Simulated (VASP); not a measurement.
In: single point with PBE

The system is In.

```
CELL_PARAMETERS angstrom
0.00000 2.36884 2.36884
2.36884 0.00000 2.36884
2.36884 2.36884 0.00000
ATOMIC_POSITIONS crystal
In 0.00000 0.00000 0.00000
```

This cell differs from its parent crystal: Tl replaced by In, lengths x 0.988, strained.

```json
{"Program": "VASP 6.6.1", "Task": "single point", "Functional": "PBE", "Potentials or basis": "VASP PAW PBE potentials, release 64 (In_d)", "Cutoff": "500 eV", "k mesh": "6 × 6 × 6", "Occupations": "gaussian, width 0.1 eV", "Spin": "no spin polarisation", "Dipole correction": "no", "Further INCAR settings": "ALGO = Normal; EDIFF = 1e-06; NBANDS = 12"}
```

```yaml
Pressure: 0.2 GPa
```

Levels at points of the mesh, in eV from the Fermi level:
| k point | band 4 | band 5 | band 6 | band 7 | band 8 | band 9 |
| --- | --- | --- | --- | --- | --- | --- |
| (0.00, 0.00, 0.00) | -14.37 | -14.37 | -9.33 | 10.53 | 10.53 | 10.53 |
| (0.50, 0.00, 0.00) | -14.23 | -14.23 | -4.21 | -3.21 | 8.41 | 8.41 |
| (0.50, 0.50, 0.00) | -14.19 | -14.19 | -2.06 | -2.02 | 4.10 | 4.10 |

It took 3.4 s on 1 thread of Intel(R) Xeon(R) Platinum 8488C (Sapphire Rapids), with other jobs on the host, peak memory 0.13 GiB.

Caveat: the k points lie up to 0.38 Å⁻¹ apart; the cell differs from its parent crystal (Tl replaced by In, lengths x 0.988, strained); spin-orbit coupling is left out, which moves the levels of the heavy elements.
